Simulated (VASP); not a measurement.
# RbBr in VASP: settings compared, part 2 of 2

VASP 6.6.1.

## (3) Single point, r2SCAN (strain -3.7%)

The input, POSCAR:

```
RbBr
1.0
    0.0000000000      3.7255515813      3.7255515813
    3.7255515813      0.0000000000      3.7255515813
    3.7255515813      3.7255515813      0.0000000000
Rb Br
1 1
Direct
    0.0000000000      0.0000000000      0.0000000000
    0.2500000000      0.2500000000      0.2500000000
```

The input, INCAR.step1:

```
ALGO = Normal
EDIFF = 1E-4
ENCUT = 520
GGA = PE
ISMEAR = 0
LASPH = T
LCHARG = F
LREAL = F
LWAVE = T
NBANDS = 15
NELM = 80
PREC = Accurate
SIGMA = 0.01
```

The input, INCAR.step2:

```
ALGO = Normal
EDIFF = 1E-7
ENCUT = 520
ISIF = 2
ISMEAR = 0
ISTART = 1
LASPH = T
LCHARG = T
LELF = T
LMIXTAU = T
LREAL = F
LVHAR = T
LWAVE = F
METAGGA = R2SCAN
NBANDS = 15
NELM = 80
PREC = Accurate
SIGMA = 0.01
```

The input, KPOINTS:

```
k-points
0
Gamma
  6 6 6
```

Potentials or basis: VASP PAW PBE potentials, release 64 (Rb_sv, Br).

Launch:

```bash
> cat potpaw_PBE.64/Rb_sv/POTCAR potpaw_PBE.64/Br/POTCAR > POTCAR
> cp INCAR.step1 INCAR
> mpirun -np 1 vasp_std > vasp.out
> cp INCAR.step2 INCAR
> mpirun -np 1 vasp_std > vasp.out
```

OUTCAR:

```text
EDIFF = 1E-7
   ENCUT = 520
   ISIF = 2
   ISMEAR = 0
   ISTART = 1
   LASPH = T
   LREAL = F
   METAGGA = R2SCAN
   NELM = 80
   PREC = Accurate

 ion  position               nearest neighbor table
   1  0.000  0.000  0.000-   2 3.23   2 3.23   2 3.23   2 3.23
   2  0.250  0.250  0.250-   1 3.23   1 3.23   1 3.23   1 3.23

  LATTYP: Found a face centered cubic cell.
 ALAT       =     7.4511031626

  Lattice vectors:

 A1 = (   0.0000000000,   3.7255515813,   3.7255515813)
 A2 = (   3.7255515813,   0.0000000000,   3.7255515813)
 A3 = (   3.7255515813,   3.7255515813,   0.0000000000)

Analysis of symmetry for initial positions (statically):
=====================================================================
 Subroutine PRICEL returns:
 Original cell was already a primitive cell.

 Routine SETGRP: Setting up the symmetry group for a
 face centered cubic supercell.

 Subroutine GETGRP returns: Found 24 space group operations
 (whereof 24 operations were pure point group operations)
 out of a pool of 48 trial point group operations.

The static configuration has the point symmetry T_d .

Analysis of symmetry for dynamics (positions and initial velocities):
=====================================================================
 Subroutine PRICEL returns:
 Original cell was already a primitive cell.

 Routine SETGRP: Setting up the symmetry group for a
 face centered cubic supercell.

 Subroutine GETGRP returns: Found 24 space group operations
 (whereof 24 operations were pure point group operations)
 out of a pool of 48 trial point group operations.

The dynamic configuration has the point symmetry T_d .

 Subroutine INISYM returns: Found 24 space group operations
 (whereof 24 operations are pure point group operations),
 and found     1 'primitive' translations

----------------------------------------------------------------------------------------

                                     Primitive cell
[... 110 lines left out ...]
   IVDW    =     0    specifies the selected vdW correction
   LEPSILON=     F    determine dielectric tensor
   LRPA    =     F    only Hartree local field effects (RPA)
 non-spin polarized calculation
 Gauss-broadening in eV      SIGMA  =   0.01
  energy-cutoff  :      520.00
  volume of cell :      103.42
 maximum number of plane-waves:      2798
   NGX = 19   NGY = 19   NGZ = 19

 number of electron      16.0000001 magnetization

 Free energy of the ion-electron system (eV)
  ---------------------------------------------------
  ext. energy  EPLUGINS =         0.00000000
  ---------------------------------------------------
  free energy    TOTEN  =       -30.83180912 eV

  energy without entropy =      -30.83180912  energy(sigma->0) =      -30.83180912

 E-fermi :  -3.0588     XC(G=0):  -6.3825

 val. band max:       -3.1642281954   @ k =   0.5000   0.5000   0.0000
 cond. band min:       1.6009435111   @ k =   0.0000   0.0000   0.0000
 fundamental gap:      4.7651717065
 Fermi energy:        -3.0587809403

 k-point     1 :       0.0000    0.0000    0.0000
  band No.  band energies     occupation
      1     -28.2639      2.00000
      2     -15.5462      2.00000
      3     -11.8436      2.00000
      4     -11.8436      2.00000
      5     -11.8436      2.00000
      6      -3.3131      2.00000
      7      -3.3131      2.00000
      8      -3.3131      2.00000
      9       1.6009      0.00000
     10       5.8682      0.00000
     11       5.8682      0.00000
     12       6.9790      0.00000
     13       6.9790      0.00000
     14       6.9790      0.00000
[... 257 lines left out ...]
      2     -15.6410      2.00000
      3     -11.9071      2.00000
      4     -11.8943      2.00000
      5     -11.6857      2.00000
      6      -3.5467      2.00000
      7      -3.2776      2.00000
      8      -3.1644      2.00000
      9       3.3782      0.00000
     10       4.2260      0.00000
     11       6.5498      0.00000
     12       6.6603      0.00000
     13       6.8286      0.00000
     14       7.2143      0.00000
     15       8.0053      0.00000

------------------------ aborting loop because EDIFF is reached ----------------------------------------

  FORCE on cell =-STRESS in cart. coord.  units (eV):
  Direction    XX          YY          ZZ          XY          YZ          ZX
  --------------------------------------------------------------------------------------
  -------------------------------------------------------------------------------------
  Total        0.8574851      0.8574851      0.8574851      0.0000000      0.0000000      0.0000000
  in kB       13.2842006     13.2842006     13.2842006      0.0000000      0.0000000      0.0000000
  external PRESSURE =      13.2842006 kB  Pullay stress =       0.0000000 kB

 VOLUME and BASIS-vectors are now :
 -----------------------------------------------------------------------------
  energy-cutoff  :      520.00
  volume of cell :      103.42
      direct lattice vectors                 reciprocal lattice vectors
     0.000000000  3.725551581  3.725551581    -0.134208315  0.134208315  0.134208315
     3.725551581  0.000000000  3.725551581     0.134208315 -0.134208315  0.134208315
     3.725551581  3.725551581  0.000000000     0.134208315  0.134208315 -0.134208315

 POSITION                                       TOTAL-FORCE (eV/Angst)
 -----------------------------------------------------------------------------------
      0.00000      0.00000      0.00000         0.000000      0.000000      0.000000
      1.86278      1.86278      1.86278        -0.000000     -0.000000     -0.000000
 -----------------------------------------------------------------------------------
    total drift:                               -0.000000     -0.000000     -0.000000

  FREE ENERGIE OF THE ION-ELECTRON SYSTEM (eV)
  ---------------------------------------------------
  free  energy   TOTEN  =       -30.8318091235 eV

  energy  without entropy=      -30.8318091235  energy(sigma->0) =      -30.83180912
```

Run time: 2.1 min. Hardware: 1 thread of Oxide Virtual Turin-like, shared host; peak memory 0.23 GiB.

What came out:

- Free energy: -30.8318 eV
- Pressure: 1.3 GPa
- Band gap on the k mesh: 4.77 eV (least direct gap 4.91 eV)

Caveat: the cell differs from its parent crystal (strain -3.7%); the structure was generated, so it needn't be the stable form of RbBr; the PAW data sets were made with another functional, which shifts forces and pressure a little.

## (4) Single point, PBE (shear xy strain -2.1%)

The input, INCAR:

```
SYSTEM = RbBr
  PREC = Accurate
  ENCUT = 520
  EDIFF = 1E-6
  ISMEAR = -1
  SIGMA = 0.02
  LREAL = .False.
  LASPH = .True.
  NELM = 80
  ALGO = Normal
  ISIF = 2
  LWAVE = .False.
  LCHARG = .False.
  GGA = PE
  NBANDS = 15
```

The input, KPOINTS:

```
regular mesh
0
Gamma
  6 6 6
  0 0 0
```

The input, POSCAR:

```
RbBr
1.0
   -0.0408231919      3.8694968646      3.8694968646
    3.8694968646     -0.0408231919      3.8694968646
    3.8286736727      3.8286736727      0.0000000000
Rb Br
1 1
Direct
   -0.0024070247     -0.0024070247      0.0024070247
    0.2524070247      0.2524070247      0.2475929753
```

Launch:

```bash
> cat potpaw_PBE.64/Rb_sv/POTCAR potpaw_PBE.64/Br/POTCAR > POTCAR
> mpirun -np 1 vasp_std > vasp.out
```

Run time: 59 s. Hardware: 1 thread of Oxide Virtual Turin-like, shared host; peak memory 0.25 GiB.

It converged, with:

```
Free energy            : -5.9272 eV
Pressure               : 0.2 GPa
Band gap on the k mesh : 4.06 eV (least direct gap 4.15 eV)
```

Levels at points of the mesh, in eV from the valence-band top:
```csv
k point,band 5,band 6,band 7,band 8,band 9,band 10,band 11,band 12
"(0.00, 0.00, 0.00)",-8.71,-0.11,-0.10,-0.09,4.06,8.14,8.15,9.09
"(0.50, 0.00, 0.00)",-8.66,-0.32,-0.05,-0.04,6.25,6.44,7.73,7.87
"(0.50, 0.50, 0.00)",-8.62,-0.40,-0.02,0.00,5.91,6.72,8.41,8.94
"(0.00, 0.00, 0.50)",-8.67,-0.30,-0.06,-0.06,6.27,6.50,7.72,7.86
"(0.50, 0.00, 0.50)",-8.62,-0.40,-0.01,-0.01,5.91,6.72,8.41,8.92
```

Caveat: the cell differs from its parent crystal (shear xy strain -2.1%); the structure was generated, so it needn't be the stable form of RbBr.

## (5) Single point, r2SCAN (shear xy strain -2.1%)

POSCAR is that of step 4.

The input, INCAR.step1:

```
ALGO = Normal
EDIFF = 1E-4
ENCUT = 520
GGA = PE
ISMEAR = 0
LASPH = True
LCHARG = False
LREAL = False
LWAVE = True
NBANDS = 15
NELM = 100
PREC = Accurate
SIGMA = 0.01
```

The input, INCAR.step2:

```
ALGO = Normal
EDIFF = 1E-6
ENCUT = 520
ISIF = 2
ISMEAR = 0
ISTART = 1
LASPH = True
LCHARG = False
LMIXTAU = True
LREAL = False
LWAVE = False
METAGGA = R2SCAN
NBANDS = 15
NELM = 100
PREC = Accurate
SIGMA = 0.01
```

The input, KPOINTS:

```
k-points
0
Gamma
  6 6 6
```

Potentials or basis: VASP PAW PBE potentials, release 64 (Rb_sv, Br).

Launch:

```bash
> cat potpaw_PBE.64/Rb_sv/POTCAR potpaw_PBE.64/Br/POTCAR > POTCAR
> cp INCAR.step1 INCAR
> mpirun -np 1 vasp_std > vasp.out
> cp INCAR.step2 INCAR
> mpirun -np 1 vasp_std > vasp.out
```

OUTCAR:

```text
EDIFF = 1E-6
   ENCUT = 520
   ISIF = 2
   ISMEAR = 0
   ISTART = 1
   LASPH = True
   LREAL = False
   METAGGA = R2SCAN
   NELM = 100
   PREC = Accurate

 ion  position               nearest neighbor table
   1  0.998  0.998  0.002-   2 3.35   2 3.35   2 3.35   2 3.35
   2  0.252  0.252  0.248-   1 3.35   1 3.35   1 3.35   1 3.35

  LATTYP: Found a body centered orthorhombic cell.
 ALAT       =     5.4145622338
 B/A-ratio  =     1.0213249785
 C/A-ratio  =     1.4292925993

  Lattice vectors:

 A1 = (   0.0408231919,  -3.8694968646,  -3.8694968646)
 A2 = (  -0.0408231919,   3.8694968646,  -3.8694968646)
 A3 = (   3.8694968646,  -0.0408231919,   3.8694968646)

Analysis of symmetry for initial positions (statically):
=====================================================================
 Subroutine PRICEL returns:
 Original cell was already a primitive cell.

 Routine SETGRP: Setting up the symmetry group for a
 body centered orthorhombic supercell.

 Subroutine GETGRP returns: Found  4 space group operations
[... 170 lines left out ...]
 fundamental gap:      4.6382068286
 Fermi energy:        -3.3277089226

 k-point     1 :       0.0000    0.0000    0.0000
  band No.  band energies     occupation
      1     -28.8087      2.00000
      2     -15.7456      2.00000
      3     -12.3666      2.00000
      4     -12.3651      2.00000
      5     -12.3638      2.00000
      6      -3.5390      2.00000
      7      -3.5281      2.00000
      8      -3.5160      2.00000
      9       1.2055      0.00000
     10       5.4410      0.00000
     11       5.4462      0.00000
     12       6.3785      0.00000
     13       6.3979      0.00000
     14       6.4162      0.00000
[... 401 lines left out ...]
      2     -15.8006      2.00000
      3     -12.4005      2.00000
      4     -12.3900      2.00000
      5     -12.2759      2.00000
      6      -3.7611      2.00000
      7      -3.4792      2.00000
      8      -3.4621      2.00000
      9       3.0409      0.00000
     10       3.8415      0.00000
     11       5.3462      0.00000
     12       5.8076      0.00000
     13       6.7362      0.00000
     14       6.9001      0.00000
     15       6.9203      0.00000

 [... further k-points ...]
[... 5 lines left out ...]
  --------------------------------------------------------------------------------------
  -------------------------------------------------------------------------------------
  Total        0.0064829      0.0064829      0.0053070      0.0262874      0.0000000      0.0000000
  in kB        0.0896462      0.0896462      0.0733866      0.3635076      0.0000000      0.0000000
  external PRESSURE =       0.0842264 kB  Pullay stress =       0.0000000 kB

 VOLUME and BASIS-vectors are now :
 -----------------------------------------------------------------------------
  energy-cutoff  :      520.00
  volume of cell :      115.86
      direct lattice vectors                 reciprocal lattice vectors
    -0.040823192  3.869496865  3.869496865    -0.127866771  0.127866771  0.129215766
     3.869496865 -0.040823192  3.869496865     0.127866771 -0.127866771  0.129215766
     3.828673673  3.828673673  0.000000000     0.130593527  0.130593527 -0.129215766

 POSITION                                       TOTAL-FORCE (eV/Angst)
 -----------------------------------------------------------------------------------
      3.82867      3.82867      7.72037         0.000000      0.000000     -0.000768
      1.91434      1.91434      1.95338        -0.000000     -0.000000      0.000768
 -----------------------------------------------------------------------------------
    total drift:                               -0.000022     -0.000022     -0.001457

  FREE ENERGIE OF THE ION-ELECTRON SYSTEM (eV)
  ---------------------------------------------------
  free  energy   TOTEN  =       -30.8787349445 eV

  energy  without entropy=      -30.8787349445  energy(sigma->0) =      -30.87873494
```

OSZICAR.step1:

```text
N       E                     dE             d eps       ncg     rms          rms(c)
DAV:   1     0.940946149712E+02    0.94095E+02   -0.59969E+03  1380   0.859E+02
DAV:   2     0.269314690371E+01   -0.91401E+02   -0.83225E+02  1935   0.158E+02
DAV:   3    -0.601495490210E+01   -0.87081E+01   -0.86601E+01  1850   0.512E+01
DAV:   4    -0.632110101605E+01   -0.30615E+00   -0.30607E+00  2141   0.904E+00
DAV:   5    -0.632349870899E+01   -0.23977E-02   -0.23977E-02  1892   0.829E-01    0.285E+00
DAV:   6    -0.595235850508E+01    0.37114E+00   -0.46401E-01  1765   0.271E+00    0.186E+00
DAV:   7    -0.590032872093E+01    0.52030E-01   -0.23470E-01  1849   0.198E+00    0.961E-01
DAV:   8    -0.592231757252E+01   -0.21989E-01   -0.24246E-02  1743   0.820E-01    0.151E-01
DAV:   9    -0.592552865047E+01   -0.32111E-02   -0.33895E-03  1590   0.267E-01    0.119E-01
DAV:  10    -0.592717834492E+01   -0.16497E-02   -0.10570E-03  1394   0.203E-01    0.223E-02
DAV:  11    -0.592721161422E+01   -0.33269E-04   -0.95749E-05  1507   0.532E-02
   1 F= -.59272116E+01 E0= -.59272116E+01  d E =-.126712E-47
```

Wall time 6.5 min (1 thread of Oxide Virtual Turin-like, shared host); peak memory 0.29 GiB.

What came out:

| Property | Result |
| --- | --- |
| Free energy | -30.8787 eV |
| Pressure | 0.0 GPa |
| Band gap on the k mesh | 4.64 eV (least direct gap 4.72 eV) |

Levels at points of the mesh, in eV from the valence-band top:
| k point | band 6 | band 7 | band 8 | band 9 | band 10 | band 11 |
| --- | --- | --- | --- | --- | --- | --- |
| (0.00, 0.00, 0.00) | -0.11 | -0.10 | -0.08 | 4.64 | 8.87 | 8.88 |
| (0.50, 0.00, 0.00) | -0.30 | -0.05 | -0.04 | 6.92 | 6.93 | 8.39 |
| (0.50, 0.50, 0.00) | -0.38 | -0.02 | 0.00 | 6.38 | 7.28 | 9.37 |
| (0.00, 0.00, 0.50) | -0.28 | -0.06 | -0.05 | 6.94 | 6.97 | 8.38 |
| (0.50, 0.00, 0.50) | -0.38 | -0.01 | -0.01 | 6.39 | 7.28 | 9.37 |

Caveat: the cell differs from its parent crystal (shear xy strain -2.1%); the structure was generated, so it needn't be the stable form of RbBr; the PAW data sets were made with another functional, which shifts forces and pressure a little. A k mesh can miss the band edges.

## (6) Summary

```csv
level,cell,smearing,gap on the mesh (eV),pressure (GPa)
PBE,"a = 5.269 Å, angles 60.0°, 2 atoms, strain -3.7%",fermi-dirac 0.02 eV,4.23,1.5
r2SCAN,"a = 5.269 Å, angles 60.0°, 2 atoms, strain -3.7%",gaussian 0.01 eV,4.77,1.3
PBE,"a = 5.472, b = 5.472, c = 5.415 Å, angles 60.3, 60.3, 60.7°, 2 atoms, shear xy strain -2.1%",fermi-dirac 0.02 eV,4.06,0.2
r2SCAN,"a = 5.472, b = 5.472, c = 5.415 Å, angles 60.3, 60.3, 60.7°, 2 atoms, shear xy strain -2.1%",gaussian 0.01 eV,4.64,0.0
```

Alike in all rows: task single point; potentials or basis VASP PAW PBE potentials, release 64 (Rb_sv, Br); no spin polarisation; k mesh 6 × 6 × 6; cutoff (eV) 520.

Caveats: the structure was generated, so it needn't be the stable form of RbBr; the PAW data sets were made with another functional, which shifts forces and pressure a little (at least some runs).

Total energies depend on the potentials used, so only differences within one code and one set of settings carry meaning.
